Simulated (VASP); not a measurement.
# ScAl3 (Cmmm) in VASP: a series of runs

ScAl3 is run at these levels: PBE; tasks: single point.

All numbers are computed with VASP 6.6.1; they aren't measurements. Logs are shortened: lines on timing, memory, paths and dates and some standing lists are left out, and cuts for length are marked.

### Step 1. The cell of the first run

It takes space group Cmmm (No. 65, orthorhombic). The conventional cell has a = 5.552 Å, b = 6.060 Å, c = 4.105 Å, α = 90.00°, β = 90.00°, γ = 90.00°. Sc (site symmetry mmm) has 12 Al at 2.78 to 3.03 Å within 3.7 Å. Al (site symmetry 2/m) has 8 Al at 2.78 to 3.03 Å and 4 Sc at 2.90 Å within 3.7 Å. Al (site symmetry mmm) has 4 Sc at 2.78 to 3.03 Å and 8 Al at 2.90 Å within 3.7 Å.

### Step 2. Single point, PBE (strain +0.0875 x Voigt [0, 0, 0, 1, 0, 0])

The input, INCAR:

```
ALGO = Fast
EDIFF = 1E-6
ENCUT = 520
GGA = PE
ISIF = 2
ISMEAR = 0
LASPH = T
LCHARG = F
LREAL = F
LWAVE = F
NBANDS = 18
NELM = 60
PREC = Accurate
SIGMA = 0.15
```

The input, KPOINTS:

```
k-points
0
Gamma
  12 12 12
```

The input, POSCAR:

```
ScAl3
1.0
    4.1053305968      0.0000000000      0.0000000000
    0.0000000000      4.1053305968      0.1796082136
    0.0000000000      0.1796082136      4.1053305968
Sc Al
1 3
Direct
    0.0000000000      0.0000000000      0.0000000000
    0.5000000000      0.0000000000      0.5000000000
    0.0000000000      0.5000000000      0.5000000000
    0.5000000000      0.5000000000      0.0000000000
```

Potentials or basis: VASP PAW PBE potentials, release 64 (Sc_sv, Al).

Command:

```bash
$ cat potpaw_PBE.64/Sc_sv/POTCAR potpaw_PBE.64/Al/POTCAR > POTCAR
$ mpirun -np 1 vasp_std > vasp.out
```

OUTCAR:

```text
EDIFF = 1E-6
   ENCUT = 520
   GGA = PE
   ISIF = 2
   ISMEAR = 0
   LASPH = T
   LREAL = F
   NELM = 60
   PREC = Accurate

 ion  position               nearest neighbor table
   1  0.000  0.000  0.000-   3 2.78   3 2.78   4 2.90   4 2.90   4 2.90   4 2.90   2 2.90   2 2.90
                             2 2.90   2 2.90   3 3.03   3 3.03
   2  0.500  0.000  0.500-   4 2.78   4 2.78   3 2.90   3 2.90   3 2.90   3 2.90   1 2.90   1 2.90
                             1 2.90   1 2.90   4 3.03   4 3.03
   3  0.000  0.500  0.500-   1 2.78   1 2.78   2 2.90   2 2.90   2 2.90   2 2.90   4 2.90   4 2.90
                             4 2.90   4 2.90   1 3.03   1 3.03
   4  0.500  0.500  0.000-   2 2.78   2 2.78   1 2.90   1 2.90   1 2.90   1 2.90   3 2.90   3 2.90
                             3 2.90   3 2.90   2 3.03   2 3.03

  LATTYP: Found a base centered orthorhombic cell.
 ALAT       =     5.5518098364
 B/A-ratio  =     1.0915032680
 C/A-ratio  =     0.7394580718

  Lattice vectors:

 A1 = (   0.0000000000,  -0.1796082136,  -4.1053305968)
 A2 = (   0.0000000000,   4.1053305968,   0.1796082136)
 A3 = (   4.1053305968,   0.0000000000,   0.0000000000)

Analysis of symmetry for initial positions (statically):
=====================================================================
 Subroutine PRICEL returns:
 Original cell was already a primitive cell.

 Routine SETGRP: Setting up the symmetry group for a
 base centered orthorhombic supercell.

 Subroutine GETGRP returns: Found  8 space group operations
 (whereof  8 operations were pure point group operations)
 out of a pool of  8 trial point group operations.

The static configuration has the point symmetry D_2h.

Analysis of symmetry for dynamics (positions and initial velocities):
=====================================================================
 Subroutine PRICEL returns:
 Original cell was already a primitive cell.

 Routine SETGRP: Setting up the symmetry group for a
 base centered orthorhombic supercell.

 Subroutine GETGRP returns: Found  8 space group operations
 (whereof  8 operations were pure point group operations)
 out of a pool of  8 trial point group operations.

The dynamic configuration has the point symmetry D_2h.

 Subroutine INISYM returns: Found  8 space group operations
 (whereof  8 operations are pure point group operations),
 and found     1 'primitive' translations
[... 91 lines left out ...]
   ISTART =      0    job   : 0-new  1-cont  2-samecut
   ICHARG =      2    charge: 1-file 2-atom 10-const
   ISPIN  =      1    spin polarized calculation?
   LNONCOLLINEAR =      F non collinear calculations
   LSORBIT =      F    spin-orbit coupling
   LASPH  =      T    aspherical Exc in radial PAW
   ENCUT  =  520.0 eV  38.22 Ry    6.18 a.u.   7.63  7.64  7.64*2*pi/ulx,y,z
   NELM   =     60;   NELMIN=  2; NELMDL= -5     # of ELM steps
   EDIFF  = 0.1E-05   stopping-criterion for ELM
   LREAL  =      F    real-space projection
[... 7 lines left out ...]
   TEBEG  =    0.0;   TEEND  =   0.0 temperature during run
   PSTRESS=    0.0 pullay stress
   NELECT =      20.0000    total number of electrons
   NUPDOWN=      -1.0000    fix difference up-down
   EMIN   =  10.00;   EMAX   =-10.00  energy-range for DOS
   EFERMI =   0.00;   METHOD = LEGACY
   ISMEAR =     0;   SIGMA  =   0.15  broadening in eV -4-tet -1-fermi 0-gaus
   EFERMI_NEDOS =   21; number of points for ismear=-14 and -15
   IALGO  =     68    algorithm
   IMIX   =      4    mixing-type and parameters
     AMIX     =   0.40;   BMIX     =  1.00
     AMIX_MAG =   1.60;   BMIX_MAG =  1.00
  volume/ion in A,a.u.               =      17.26       116.51
  Fermi-wavevector in a.u.,A,eV,Ry     =   1.083130  2.046820 15.961965  1.173171
  Thomas-Fermi vector in A             =   2.219189
   LORBIT       =      0    0 simple, 1 ext, 2 COOP (PROOUT), +10 PAW based schemes
   GGA     = PE    functional components
   LHFCALC =     F    Hartree Fock is set to
   AEXX    =    0.0000 exact exchange contribution
   IVDW    =     0    specifies the selected vdW correction
   LEPSILON=     F    determine dielectric tensor
   LRPA    =     F    only Hartree local field effects (RPA)
 non-spin polarized calculation
 RMM-DIIS sequential band-by-band and
 Gauss-broadening in eV      SIGMA  =   0.15
  energy-cutoff  :      520.00
  volume of cell :       69.06
 maximum number of plane-waves:      1882
 NGX is ok and might be reduce to    32
   NGX = 15   NGY = 15   NGZ = 15

 number of electron      19.9999998 magnetization

 Free energy of the ion-electron system (eV)
  ---------------------------------------------------
  ext. energy  EPLUGINS =         0.00000000
  ---------------------------------------------------
  free energy    TOTEN  =       -19.18836074 eV

  energy without entropy =      -19.17252073  energy(sigma->0) =      -19.18044074

 E-fermi :   7.1448     XC(G=0): -10.3711

 val. band max:        7.1237296027   @ k =   0.0833  -0.1667   0.1667
 cond. band min:       7.1457998868   @ k =   0.5000  -0.4167   0.1667
 fundamental gap:      0.0220702841
 Fermi energy:         7.1447513389

 k-point     1 :       0.0000    0.0000    0.0000
  band No.  band energies     occupation
      1     -41.8386      2.00000
      2     -20.5552      2.00000
      3     -20.5385      2.00000
      4     -20.5259      2.00000
      5      -2.7998      2.00000
      6       4.5556      2.00000
[... 481 lines left out ...]
      5      -1.9906      2.00000
      6       2.2680      2.00000
[... 10 lines left out ...]
     17      12.1339      0.00000
     18      12.7578      0.00000

 [... further k-points ...]

------------------------ aborting loop because EDIFF is reached ----------------------------------------

  FORCE on cell =-STRESS in cart. coord.  units (eV):
  Direction    XX          YY          ZZ          XY          YZ          ZX
  --------------------------------------------------------------------------------------
  -------------------------------------------------------------------------------------
  Total       -0.0652793      0.6864007      0.6864007      0.0000000     -2.6981540      0.0000000
  in kB       -1.5145166     15.9248720     15.9248720      0.0000000    -62.5986508      0.0000000
  external PRESSURE =      10.1117425 kB  Pullay stress =       0.0000000 kB

 VOLUME and BASIS-vectors are now :
 -----------------------------------------------------------------------------
  energy-cutoff  :      520.00
  volume of cell :       69.06
      direct lattice vectors                 reciprocal lattice vectors
     4.105330597  0.000000000  0.000000000     0.243585742  0.000000000  0.000000000
     0.000000000  4.105330597  0.179608214     0.000000000  0.244052875 -0.010677313
     0.000000000  0.179608214  4.105330597     0.000000000 -0.010677313  0.244052875

 POSITION                                       TOTAL-FORCE (eV/Angst)
 -----------------------------------------------------------------------------------
      0.00000      0.00000      0.00000         0.000000     -0.000000      0.000000
      2.05267      0.08980      2.05267         0.000000      0.000000      0.000000
      0.00000      2.14247      2.14247         0.000000     -0.000000      0.000000
      2.05267      2.05267      0.08980         0.000000     -0.000000      0.000000
 -----------------------------------------------------------------------------------
    total drift:                               -0.000000      0.000000      0.000000

  FREE ENERGIE OF THE ION-ELECTRON SYSTEM (eV)
  ---------------------------------------------------
  free  energy   TOTEN  =       -19.1883607414 eV

  energy  without entropy=      -19.1725207300  energy(sigma->0) =      -19.18044074
```

OSZICAR:

```text
N       E                     dE             d eps       ncg     rms          rms(c)
DAV:   1     0.108236857131E+03    0.10824E+03   -0.82511E+03 10844   0.100E+03
DAV:   2    -0.151893027940E+02   -0.12343E+03   -0.12037E+03 10908   0.290E+02
DAV:   3    -0.200683978757E+02   -0.48791E+01   -0.46959E+01 16208   0.551E+01
DAV:   4    -0.201971814718E+02   -0.12878E+00   -0.12832E+00 16664   0.913E+00
DAV:   5    -0.201994704571E+02   -0.22890E-02   -0.22887E-02 15860   0.109E+00    0.874E+00
RMM:   6    -0.191268359384E+02    0.10726E+01   -0.18243E+00 11267   0.150E+01    0.263E+00
RMM:   7    -0.192437074742E+02   -0.11687E+00   -0.21987E+00 14944   0.641E+00    0.143E+00
RMM:   8    -0.191882029925E+02    0.55504E-01   -0.14502E-01 12331   0.443E+00    0.161E+00
RMM:   9    -0.191918425152E+02   -0.36395E-02   -0.86380E-02 15316   0.225E+00    0.639E-01
RMM:  10    -0.191879992864E+02    0.38432E-02   -0.21907E-02 14026   0.132E+00    0.128E-01
RMM:  11    -0.191887069336E+02   -0.70765E-03   -0.55686E-03 15568   0.510E-01    0.111E-01
RMM:  12    -0.191883814979E+02    0.32544E-03   -0.13305E-03 16783   0.280E-01    0.330E-02
RMM:  13    -0.191884032162E+02   -0.21718E-04   -0.17825E-04 16095   0.870E-02    0.480E-02
RMM:  14    -0.191883573712E+02    0.45845E-04   -0.14174E-04 15098   0.125E-01    0.677E-02
RMM:  15    -0.191883602506E+02   -0.28794E-05   -0.33577E-05 15159   0.431E-02    0.463E-02
RMM:  16    -0.191883607414E+02   -0.49078E-06   -0.57596E-06 13581   0.229E-02
   1 F= -.19188361E+02 E0= -.19180441E+02  d E =-.158400E-01
```

Run time: 5.1 min. Hardware: 1 thread of Intel Xeon Platinum 8488C (Sapphire Rapids), shared host; peak memory 0.44 GiB.

Results:

```yaml
Free_energy: -19.1884 eV
Pressure: 1.0 GPa
Band_gap_on_the_k_mesh: zero (bands 10 and 11 overlap by 3.46 eV)
```

Caveat: the cell differs from its parent crystal (strain +0.0875 x Voigt [0, 0, 0, 1, 0, 0]).

### Step 3. Single point, PBE (strain +0.0625 x Voigt [0, 0, 0, 1, 0, 0])

The input, INCAR:

```
PREC = Accurate
ENCUT = 520
EDIFF = 1E-6
ISMEAR = 0
SIGMA = 0.15
LREAL = False
LASPH = True
NELM = 60
ALGO = Fast
ISIF = 2
LWAVE = False
LCHARG = False
GGA = PE
NBANDS = 18
```

The input, KPOINTS:

```
Automatic mesh
0
Gamma
  12 12 12
```

POSCAR, as its differences from that of step 2:

```diff
@@ -3,4 +3,4 @@
     4.1053305968      0.0000000000      0.0000000000
-    0.0000000000      4.1053305968      0.1796082136
-    0.0000000000      0.1796082136      4.1053305968
+    0.0000000000      4.1053305968      0.1282915812
+    0.0000000000      0.1282915812      4.1053305968
 Sc Al
```

Potentials or basis: VASP PAW PBE potentials, release 64 (Sc_sv, Al).

Command:

```bash
$ cat potpaw_PBE.64/Sc_sv/POTCAR potpaw_PBE.64/Al/POTCAR > POTCAR
$ mpirun -np 1 vasp_std > vasp.out
```

It took 3.8 min on 1 thread of Intel Xeon Platinum 8488C (Sapphire Rapids), shared host; peak memory 0.44 GiB.

The run converged. Its results:

- Free energy: -19.2467 eV
- Pressure: 0.6 GPa
- Band gap on the k mesh: zero (bands 10 and 11 overlap by 3.59 eV)

Stress tensor (GPa, compression positive):
```
-0.07  0.00  0.00
 0.00  0.86 -4.46
 0.00 -4.46  0.86
```

Levels at points of the mesh, in eV from the Fermi level:
```tsv
k point	band 6	band 7	band 8	band 9	band 10	band 11	band 12	band 13	band 14	band 15
(0.00, 0.00, 0.00)	-2.60	-2.58	-1.95	-1.80	-1.62	1.12	1.29	1.33	1.43	4.67
(0.50, 0.00, 0.00)	-7.28	-1.80	-1.56	-1.43	0.83	0.98	1.05	1.39	1.55	2.18
(0.00, 0.50, 0.00)	-7.28	-1.75	-1.69	-1.39	0.40	0.99	1.22	1.60	1.62	2.17
(0.50, 0.50, 0.00)	-5.61	-5.60	-4.32	-0.58	-0.53	1.15	1.45	2.08	2.50	3.29
(0.00, 0.50, 0.50)	-5.94	-5.25	-4.31	-0.66	-0.37	1.21	1.32	2.11	2.45	3.08
(0.50, 0.50, 0.50)	-4.78	-4.43	-4.42	-3.18	-2.93	-2.67	0.95	2.57	2.60	3.81
```

Caveat: the cell differs from its parent crystal (strain +0.0625 x Voigt [0, 0, 0, 1, 0, 0]).

### Step 4. Single point, PBE (strain +0.0375 x Voigt [0, 0, 0, 1, 0, 0])

The input, INCAR:

```
SYSTEM = ScAl3
PREC = Accurate
ENCUT = 520
EDIFF = 1E-6
ISMEAR = 0
SIGMA = 0.15
LREAL = .False.
LASPH = .True.
NELM = 60
ALGO = Fast
ISIF = 2
LWAVE = .False.
LCHARG = .True.
GGA = PE
LELF = .True.
LVHAR = .True.
NBANDS = 18
```

The input, KPOINTS:

```
Automatic mesh
0
Gamma
  12 12 12
  0 0 0
```

POSCAR, as its differences from that of step 3:

```diff
@@ -3,4 +3,4 @@
     4.1053305968      0.0000000000      0.0000000000
-    0.0000000000      4.1053305968      0.1282915812
-    0.0000000000      0.1282915812      4.1053305968
+    0.0000000000      4.1053305968      0.0769749487
+    0.0000000000      0.0769749487      4.1053305968
 Sc Al
```

Potentials or basis: VASP PAW PBE potentials, release 64 (Sc_sv, Al).

Command:

```bash
$ cat potpaw_PBE.64/Sc_sv/POTCAR potpaw_PBE.64/Al/POTCAR > POTCAR
$ mpirun -np 1 vasp_std > vasp.out
```

OUTCAR:

```text
SYSTEM = ScAl3
   PREC = Accurate
   ENCUT = 520
   EDIFF = 1E-6
   ISMEAR = 0
   LREAL = .False.
   LASPH = .True.
   NELM = 60
   ISIF = 2
   GGA = PE

 ion  position               nearest neighbor table
   1  0.000  0.000  0.000-   3 2.85   3 2.85   2 2.90   2 2.90   4 2.90   4 2.90   2 2.90   4 2.90
                             2 2.90   4 2.90   3 2.96   3 2.96
   2  0.500  0.000  0.500-   4 2.85   4 2.85   1 2.90   1 2.90   3 2.90   3 2.90   1 2.90   3 2.90
                             1 2.90   3 2.90   4 2.96   4 2.96
   3  0.000  0.500  0.500-   1 2.85   1 2.85   2 2.90   4 2.90   4 2.90   2 2.90   2 2.90   4 2.90
                             4 2.90   2 2.90   1 2.96   1 2.96
   4  0.500  0.500  0.000-   2 2.85   2 2.85   1 2.90   3 2.90   1 2.90   3 2.90   1 2.90   3 2.90
                             3 2.90   1 2.90   2 2.96   2 2.96

  LATTYP: Found a base centered orthorhombic cell.
 ALAT       =     5.6969551916
 B/A-ratio  =     1.0382165605
 C/A-ratio  =     0.7206183757

  Lattice vectors:

 A1 = (   0.0000000000,  -0.0769749487,  -4.1053305968)
 A2 = (   0.0000000000,   4.1053305968,   0.0769749487)
 A3 = (   4.1053305968,   0.0000000000,   0.0000000000)

Analysis of symmetry for initial positions (statically):
[... 184 lines left out ...]
 Fermi energy:         7.1644801358

 k-point     1 :       0.0000    0.0000    0.0000
  band No.  band energies     occupation
      1     -41.8547      2.00000
      2     -20.5610      2.00000
      3     -20.5531      2.00000
      4     -20.5475      2.00000
      5      -2.8043      2.00000
      6       4.5528      2.00000
[... 481 lines left out ...]
      5      -1.9979      2.00000
      6       2.2532      2.00000
[... 10 lines left out ...]
     17      11.8775      0.00000
     18      12.8740      0.00000

 [... further k-points ...]

------------------------ aborting loop because EDIFF is reached ----------------------------------------

  FORCE on cell =-STRESS in cart. coord.  units (eV):
  Direction    XX          YY          ZZ          XY          YZ          ZX
  --------------------------------------------------------------------------------------
  -------------------------------------------------------------------------------------
  Total       -0.0196292      0.1446151      0.1446151      0.0000000     -1.1509593      0.0000000
  in kB       -0.4546955      3.3499057      3.3499057      0.0000000    -26.6611489      0.0000000
  external PRESSURE =       2.0817053 kB  Pullay stress =       0.0000000 kB

 VOLUME and BASIS-vectors are now :
 -----------------------------------------------------------------------------
  energy-cutoff  :      520.00
  volume of cell :       69.17
      direct lattice vectors                 reciprocal lattice vectors
     4.105330597  0.000000000  0.000000000     0.243585742  0.000000000  0.000000000
     0.000000000  4.105330597  0.076974949     0.000000000  0.243671408 -0.004568839
     0.000000000  0.076974949  4.105330597     0.000000000 -0.004568839  0.243671408

 POSITION                                       TOTAL-FORCE (eV/Angst)
 -----------------------------------------------------------------------------------
      0.00000      0.00000      0.00000         0.000000     -0.000000      0.000000
      2.05267      0.03849      2.05267         0.000000     -0.000000      0.000000
      0.00000      2.09115      2.09115         0.000000     -0.000000      0.000000
      2.05267      2.05267      0.03849         0.000000      0.000000      0.000000
 -----------------------------------------------------------------------------------
    total drift:                                0.000000      0.000000      0.000000

  FREE ENERGIE OF THE ION-ELECTRON SYSTEM (eV)
  ---------------------------------------------------
  free  energy   TOTEN  =       -19.2853962774 eV

  energy  without entropy=      -19.2701446731  energy(sigma->0) =      -19.27777048
```

OSZICAR:

```text
N       E                     dE             d eps       ncg     rms          rms(c)
DAV:   1     0.108021661848E+03    0.10802E+03   -0.82455E+03 10852   0.100E+03
DAV:   2    -0.153030088220E+02   -0.12332E+03   -0.12034E+03 10900   0.289E+02
DAV:   3    -0.201724731381E+02   -0.48695E+01   -0.47004E+01 16562   0.551E+01
DAV:   4    -0.202965991702E+02   -0.12413E+00   -0.12368E+00 16568   0.888E+00
DAV:   5    -0.202987561866E+02   -0.21570E-02   -0.21567E-02 15994   0.106E+00    0.871E+00
RMM:   6    -0.192213427253E+02    0.10774E+01   -0.18191E+00 11265   0.150E+01    0.261E+00
RMM:   7    -0.193445387266E+02   -0.12320E+00   -0.23063E+00 14944   0.652E+00    0.142E+00
RMM:   8    -0.192854520119E+02    0.59087E-01   -0.14580E-01 12262   0.448E+00    0.160E+00
RMM:   9    -0.192893483807E+02   -0.38964E-02   -0.88988E-02 15423   0.215E+00    0.671E-01
RMM:  10    -0.192849793849E+02    0.43690E-02   -0.19818E-02 13813   0.130E+00    0.126E-01
RMM:  11    -0.192857309844E+02   -0.75160E-03   -0.55305E-03 15119   0.487E-01    0.101E-01
RMM:  12    -0.192854159854E+02    0.31500E-03   -0.15322E-03 16377   0.280E-01    0.324E-02
RMM:  13    -0.192854657285E+02   -0.49743E-04   -0.24706E-04 16448   0.107E-01    0.629E-02
RMM:  14    -0.192853902261E+02    0.75502E-04   -0.18644E-04 14678   0.149E-01    0.415E-02
RMM:  15    -0.192853945917E+02   -0.43656E-05   -0.47863E-05 14965   0.480E-02    0.275E-02
RMM:  16    -0.192853955221E+02   -0.93036E-06   -0.10060E-05 14056   0.286E-02    0.242E-02
RMM:  17    -0.192853969296E+02   -0.14075E-05   -0.20547E-06 11031   0.210E-02    0.153E-02
RMM:  18    -0.192853962774E+02    0.65223E-06   -0.58844E-07 10268   0.133E-02
   1 F= -.19285396E+02 E0= -.19277770E+02  d E =-.152516E-01
```

stdout:

```text
POSCAR found type information on POSCAR ScAl
 POSCAR found :  2 types and       4 ions
 scaLAPACK will be used
 LDA part: xc-table for (Slater+PW92), standard interpolation
 POSCAR, INCAR and KPOINTS ok, starting setup
 FFT: planning ... GRIDC
 FFT: planning ... GRID_SOFT
 FFT: planning ... GRID
 WAVECAR not read
 entering main loop
```

Wall time 3.7 min (1 thread of Oxide Virtual Turin-like, shared host); peak memory 0.42 GiB.

What came out:

```
Free energy            : -19.2854 eV
Pressure               : 0.2 GPa
Band gap on the k mesh : zero (bands 10 and 11 overlap by 3.71 eV)
```

Stress tensor (GPa, compression positive):
```
-0.05  0.00  0.00
 0.00  0.33 -2.67
 0.00 -2.67  0.33
```

Caveat: the cell differs from its parent crystal (strain +0.0375 x Voigt [0, 0, 0, 1, 0, 0]).

### Step 5. The runs side by side

```csv
cell,gap on the mesh (eV),pressure (GPa)
"a = 4.105, b = 4.109, c = 4.109 Å, angles 85.0, 90.0, 90.0°, 4 atoms",none,1.0
"a = 4.105, b = 4.107, c = 4.107 Å, angles 86.4, 90.0, 90.0°, 4 atoms",none,0.6
"a = 4.105, b = 4.106, c = 4.106 Å, angles 87.9, 90.0, 90.0°, 4 atoms",none,0.2
```

Alike in all rows: task single point; level PBE; potentials or basis VASP PAW PBE potentials, release 64 (Sc_sv, Al); no spin polarisation; k mesh 12 × 12 × 12; cutoff (eV) 520; smearing gaussian 0.15 eV.

Absolute energies hang on the potentials; compare differences alone.
